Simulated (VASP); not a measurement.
# Mo (Im-3m) in VASP: settings compared

The runs below take Mo through single point, relaxation of cell and atoms, with PBE, r2SCAN.

Everything below comes from runs of VASP 6.6.1. Logs are shortened: lines on timing, memory, paths and dates and some standing lists are left out, and cuts for length are marked.

**1. The cell of the first run**

It takes space group Im-3m (No. 229, cubic). The conventional cell has a = 3.263 Å, b = 3.263 Å, c = 3.263 Å, α = 90.00°, β = 90.00°, γ = 90.00°. Within 3.7 Å of Mo (site symmetry m-3m) lie 14 Mo at 2.83 to 3.26 Å.

**2. Single point, PBE (volume scaled by 1.10)**

The input, INCAR:

```
ALGO     = Normal         # electronic algorithm
EDIFF    = 1E-6           # SCF threshold, eV
ENCUT    = 520            # plane-wave cutoff, eV
GGA      = PE             # functional
ISIF     = 2              # what is computed and relaxed
ISMEAR   = 0              # smearing method
LASPH    = T              # aspherical terms in the spheres
LCHARG   = T              # write CHGCAR
LELF     = T              # ELF
LREAL    = F              # projectors in reciprocal space
LVHAR    = T            
LWAVE    = F              # write WAVECAR
NBANDS   = 13             # bands
NELM     = 80             # most SCF steps
PREC     = Accurate       # precision mode
SIGMA    = 0.1            # smearing width, eV
```

The input, KPOINTS:

```
k-points
0
Gamma
  24 24 24
```

The input, POSCAR:

```
Mo
1.0
   -1.6314416047      1.6314416047      1.6314416047
    1.6314416047     -1.6314416047      1.6314416047
    1.6314416047      1.6314416047     -1.6314416047
Mo
1
Direct
    0.0000000000      0.0000000000      0.0000000000
```

Potentials or basis: VASP PAW PBE potentials, release 64 (Mo_sv).

Command:

```
> cat potpaw_PBE.64/Mo_sv/POTCAR > POTCAR
> mpirun -np 1 vasp_std > vasp.out
```

OUTCAR:

```text
EDIFF = 1E-6
   ENCUT = 520
   GGA = PE
   ISIF = 2
   ISMEAR = 0
   LASPH = T
   LREAL = F
   NELM = 80
   PREC = Accurate

 ion  position               nearest neighbor table
   1  0.000  0.000  0.000-

  LATTYP: Found a body centered cubic cell.
 ALAT       =     3.2628832094

  Lattice vectors:

 A1 = (  -1.6314416047,   1.6314416047,   1.6314416047)
 A2 = (   1.6314416047,  -1.6314416047,   1.6314416047)
 A3 = (   1.6314416047,   1.6314416047,  -1.6314416047)

Analysis of symmetry for initial positions (statically):
=====================================================================
 Subroutine PRICEL returns:
 Original cell was already a primitive cell.

 Routine SETGRP: Setting up the symmetry group for a
 body centered cubic supercell.

 Subroutine GETGRP returns: Found 48 space group operations
 (whereof 48 operations were pure point group operations)
 out of a pool of 48 trial point group operations.

The static configuration has the point symmetry O_h .

Analysis of symmetry for dynamics (positions and initial velocities):
=====================================================================
 Subroutine PRICEL returns:
 Original cell was already a primitive cell.

 Routine SETGRP: Setting up the symmetry group for a
 body centered cubic supercell.

 Subroutine GETGRP returns: Found 48 space group operations
 (whereof 48 operations were pure point group operations)
 out of a pool of 48 trial point group operations.

The dynamic configuration has the point symmetry O_h .

 Subroutine INISYM returns: Found 48 space group operations
 (whereof 48 operations are pure point group operations),
 and found     1 'primitive' translations

----------------------------------------------------------------------------------------

                                     Primitive cell

  volume of cell :      17.3690

  direct lattice vectors                    reciprocal lattice vectors
    -1.631441605  1.631441605  1.631441605     0.000000000  0.306477411  0.306477411
     1.631441605 -1.631441605  1.631441605     0.306477411  0.000000000  0.306477411
     1.631441605  1.631441605 -1.631441605     0.306477411  0.306477411  0.000000000

  length of vectors
     2.825739749  2.825739749  2.825739749     0.433424512  0.433424512  0.433424512

  position of ions in fractional coordinates (direct lattice)
     0.000000000  0.000000000  0.000000000

  ion indices of the primitive-cell ions
   primitive index   ion index
                 1           1

----------------------------------------------------------------------------------------

 KPOINTS: k-points

Automatic generation of k-mesh.
 Grid dimensions read from file:
 generate k-points for:   24   24   24

 Generating k-lattice:

  Cartesian coordinates                     Fractional coordinates (reciprocal lattice)
     0.000000000  0.012769892  0.012769892     0.041666667  0.000000000  0.000000000
     0.012769892  0.000000000  0.012769892     0.000000000  0.041666667  0.000000000
     0.012769892  0.012769892  0.000000000     0.000000000  0.000000000  0.041666667

  Length of vectors
     0.018059355  0.018059355  0.018059355

  Shift w.r.t. Gamma in fractional coordinates (k-lattice)
     0.000000000  0.000000000  0.000000000

 Subroutine IBZKPT returns following result:
 ===========================================

 Found    413 irreducible k-points:

 Following reciprocal coordinates:
            Coordinates               Weight
  0.000000  0.000000  0.000000      1.000000
  0.041667  0.000000  0.000000     12.000000
  0.083333  0.000000  0.000000     12.000000
  0.125000  0.000000  0.000000     12.000000
  0.166667  0.000000  0.000000     12.000000
  0.208333  0.000000  0.000000     12.000000
[... 16 lines left out ...]
  0.416667  0.041667  0.000000     48.000000
  0.458333  0.041667  0.000000     48.000000
 [... further k-points ...]
   k-points           NKPTS =    413   k-points in BZ     NKDIM =    413   number of bands    NBANDS=     13
   number of dos      NEDOS =    301   number of ions     NIONS =      1
   total plane-waves  NPLWV =  13824
   dimension x,y,z NGX =    24 NGY =   24 NGZ =   24
   dimension x,y,z NGXF=    48 NGYF=   48 NGZF=   48
   ions per type =               1
   NGX,Y,Z   is equivalent  to a cutoff of  14.12, 14.12, 14.12 a.u.
   NGXF,Y,Z  is equivalent  to a cutoff of  28.24, 28.24, 28.24 a.u.
 SYSTEM =  unknown system
   PREC   = accura    normal or accurate (medium, high low for compatibility)
   ISTART =      0    job   : 0-new  1-cont  2-samecut
   ICHARG =      2    charge: 1-file 2-atom 10-const
   ISPIN  =      1    spin polarized calculation?
   LNONCOLLINEAR =      F non collinear calculations
   LSORBIT =      F    spin-orbit coupling
   LASPH  =      T    aspherical Exc in radial PAW
   ENCUT  =  520.0 eV  38.22 Ry    6.18 a.u.   5.25  5.25  5.25*2*pi/ulx,y,z
   NELM   =     80;   NELMIN=  2; NELMDL= -5     # of ELM steps
   EDIFF  = 0.1E-05   stopping-criterion for ELM
   LREAL  =      F    real-space projection
   EDIFFG = 0.1E-04   stopping-criterion for IOM
   NSW    =      0    number of steps for IOM
   IBRION =     -1    ionic relax: 0-MD 1-quasi-New 2-CG
   NFREE  =      0    steps in history (QN), initial steepest desc. (CG)
   ISIF   =      2    stress and relaxation
   ISYM   =      2    0-nonsym 1-usesym 2-fastsym
   POTIM  = 0.5000    time-step for ionic-motion
   TEBEG  =    0.0;   TEEND  =   0.0 temperature during run
   PSTRESS=    0.0 pullay stress
   NELECT =      14.0000    total number of electrons
   NUPDOWN=      -1.0000    fix difference up-down
   EMIN   =  10.00;   EMAX   =-10.00  energy-range for DOS
   EFERMI =   0.00;   METHOD = LEGACY
   ISMEAR =     0;   SIGMA  =   0.10  broadening in eV -4-tet -1-fermi 0-gaus
   EFERMI_NEDOS =   21; number of points for ismear=-14 and -15
   IALGO  =     38    algorithm
   IMIX   =      4    mixing-type and parameters
     AMIX     =   0.40;   BMIX     =  1.00
     AMIX_MAG =   1.60;   BMIX_MAG =  1.00
  volume/ion in A,a.u.               =      17.37       117.21
  Fermi-wavevector in a.u.,A,eV,Ry     =   1.523559  2.879109 31.582284  2.321232
  Thomas-Fermi vector in A             =   2.631986
   LORBIT       =      0    0 simple, 1 ext, 2 COOP (PROOUT), +10 PAW based schemes
   GGA     = PE    functional components
   LHFCALC =     F    Hartree Fock is set to
   AEXX    =    0.0000 exact exchange contribution
   IVDW    =     0    specifies the selected vdW correction
   LEPSILON=     F    determine dielectric tensor
   LRPA    =     F    only Hartree local field effects (RPA)
 non-spin polarized calculation
 Gauss-broadening in eV      SIGMA  =   0.10
  energy-cutoff  :      520.00
  volume of cell :       17.37
 maximum number of plane-waves:       484
 NGX is ok and might be reduce to    24
   NGX = 11   NGY = 11   NGZ = 11

 number of electron      14.0000000 magnetization

 Free energy of the ion-electron system (eV)
  ---------------------------------------------------
  ext. energy  EPLUGINS =         0.00000000
  ---------------------------------------------------
  free energy    TOTEN  =       -10.83336586 eV

  energy without entropy =      -10.82973279  energy(sigma->0) =      -10.83154932

 E-fermi :  10.9942     XC(G=0): -12.8065

 val. band max:       10.9844868532   @ k =   0.3750   0.0417  -0.0000
 cond. band min:      11.0001379703   @ k =  -0.2083   0.2917   0.0833
 fundamental gap:      0.0156511171
 Fermi energy:        10.9941736479

 k-point     1 :       0.0000    0.0000    0.0000
  band No.  band energies     occupation
      1     -50.3294      2.00000
      2     -23.8003      2.00000
      3     -23.8003      2.00000
      4     -23.8003      2.00000
      5       4.1084      2.00000
      6       9.7856      2.00000
      7       9.7856      2.00000
      8       9.7856      2.00000
      9      12.4374      0.00000
     10      12.4374      0.00000
     11      25.6162      0.00000
     12      25.6162      0.00000
     13      25.6162      0.00000

 k-point     2 :       0.0417    0.0000    0.0000
  band No.  band energies     occupation
      1     -50.3266      2.00000
      2     -23.8183      2.00000
      3     -23.8060      2.00000
      4     -23.8004      2.00000
      5       4.1774      2.00000
      6       9.7485      2.00000
      7       9.7804      2.00000
      8       9.8482      2.00000
      9      12.3832      0.00000
     10      12.4387      0.00000
     11      25.6646      0.00000
     12      25.7304      0.00000
     13      25.7336      0.00000

 k-point     3 :       0.0833    0.0000    0.0000
  band No.  band energies     occupation
      1     -50.3181      2.00000
      2     -23.8707      2.00000
      3     -23.8226      2.00000
      4     -23.8006      2.00000
      5       4.3798      2.00000
      6       9.6418      2.00000
      7       9.7597      2.00000
      8      10.0345      2.00000
      9      12.2442      0.00000
     10      12.4439      0.00000
     11      25.7905      0.00000
     12      26.0455      0.00000
     13      26.0678      0.00000
[... 305 lines left out ...]
 k-point    23 :       0.4167    0.0417    0.0000
  band No.  band energies     occupation
      1     -50.1638      2.00000
      2     -24.7565      2.00000
      3     -24.1167      2.00000
      4     -23.8124      2.00000
      5       6.3398      2.00000
      6       8.0976      2.00000
      7      11.5424      0.00000
      8      12.4401      0.00000
      9      13.0383      0.00000
     10      14.8192      0.00000
     11      21.5728      0.00000
     12      22.9858      0.00000
     13      27.4033      0.00000

 k-point    24 :       0.4583    0.0417    0.0000
  band No.  band energies     occupation
      1     -50.1580      2.00000
      2     -24.7879      2.00000
      3     -24.1277      2.00000
      4     -23.8126      2.00000
      5       6.3001      2.00000
      6       8.0491      2.00000
      7      11.9112      0.00000
      8      12.4108      0.00000
      9      13.1306      0.00000
     10      15.1065      0.00000
     11      21.1072      0.00000
     12      22.7959      0.00000
     13      26.9729      0.00000

 [... further k-points ...]
[... 5 lines left out ...]
  --------------------------------------------------------------------------------------
  -------------------------------------------------------------------------------------
  Total       -2.1464395     -2.1464395     -2.1464395      0.0000000     -0.0000000      0.0000000
  in kB     -197.9951928   -197.9951928   -197.9951928      0.0000000     -0.0000000      0.0000000
  external PRESSURE =    -197.9951928 kB  Pullay stress =       0.0000000 kB

 VOLUME and BASIS-vectors are now :
 -----------------------------------------------------------------------------
  energy-cutoff  :      520.00
  volume of cell :       17.37
      direct lattice vectors                 reciprocal lattice vectors
    -1.631441605  1.631441605  1.631441605     0.000000000  0.306477411  0.306477411
     1.631441605 -1.631441605  1.631441605     0.306477411  0.000000000  0.306477411
     1.631441605  1.631441605 -1.631441605     0.306477411  0.306477411  0.000000000

 POSITION                                       TOTAL-FORCE (eV/Angst)
 -----------------------------------------------------------------------------------
      0.00000      0.00000      0.00000        -0.000000     -0.000000      0.000000
 -----------------------------------------------------------------------------------
    total drift:                                0.000000      0.000000     -0.000000

  FREE ENERGIE OF THE ION-ELECTRON SYSTEM (eV)
  ---------------------------------------------------
  free  energy   TOTEN  =       -10.8333658566 eV

  energy  without entropy=      -10.8297327889  energy(sigma->0) =      -10.83154932
```

Run time: 25 s. Hardware: 1 thread of Intel Xeon 6975P-C (Granite Rapids), shared host; peak memory 0.2 GiB.

Results:

- Free energy: -10.8334 eV
- Pressure: -19.8 GPa
- Band gap on the k mesh: zero (band 7 reaches 14.38 eV, above the bottom of band 8 at 9.79 eV)

Levels at points of the mesh, in eV from the Fermi level:
```
           k point  band 4  band 5  band 6  band 7  band 8  band 9  band 10  band 11
(0.00, 0.00, 0.00)  -34.79   -6.89   -1.21   -1.21   -1.21    1.44     1.44    14.62
(0.50, 0.00, 0.00)  -34.80   -4.75   -2.97    1.27    1.42    1.97     4.02    10.09
(0.50, 0.50, 0.50)  -35.49   -4.70   -4.70    3.38    3.38    3.38     8.27     8.27
```

(Part 1 of 2 ends here.)
